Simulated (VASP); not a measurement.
Set up this calculation in VASP 6.6.1, as the native input.

```yaml
Task: single point
Functional: PBE
Potentials_or_basis: VASP PAW PBE potentials, release 64 (Sr_sv, Ti_sv, O)
Cutoff: 520 eV
k_mesh: 8 × 8 × 8
Occupations: gaussian, width 0.02 eV
Spin: no spin polarisation
Dipole_correction: no
Further_INCAR_settings: ALGO = Normal; EDIFF = 1e-06; NBANDS = 28
```

The structure of SrTiO3 lies in POSCAR:

```
SrTiO3
1.0
    3.8560467886      0.0000000000      0.0000000000
    0.0000000000      3.8560467886      0.0000000000
    0.0000000000      0.0000000000      3.8560467886
Sr Ti O
1 1 3
Direct
    0.5000000000      0.5000000000      0.5000000000
    0.0000000000      0.0000000000      0.0000000000
    0.5000000000      0.0000000000      0.0000000000
    0.0000000000      0.5000000000      0.0000000000
    0.0000000000      0.0000000000      0.5000000000
```

One way to write it, as run:

INCAR

```
SYSTEM = SrTiO3
PREC = Accurate
ENCUT = 520
EDIFF = 1E-6
ISMEAR = 0
SIGMA = 0.02
LREAL = .False.
LASPH = .True.
NELM = 100
ALGO = Normal
ISIF = 2
LWAVE = .False.
LCHARG = .False.
GGA = PE
NBANDS = 28
```

KPOINTS

```
Automatic mesh
0
Gamma
  8 8 8
  0 0 0
```

Potentials or basis: VASP PAW PBE potentials, release 64 (Sr_sv, Ti_sv, O).

Launch:

```console
$ cat potpaw_PBE.64/Sr_sv/POTCAR potpaw_PBE.64/Ti_sv/POTCAR potpaw_PBE.64/O/POTCAR > POTCAR
$ mpirun -np 1 vasp_std > vasp.out
```

Results of the run:

```
Pressure               : 12.8 GPa
Band gap on the k mesh : 1.93 eV (least direct gap 2.26 eV)
```

Caveat: the cell stands under pressure.

Wall time 110 s on 1 thread of Intel Xeon 8259CL, with other jobs on the host, peak memory 0.21 GiB.
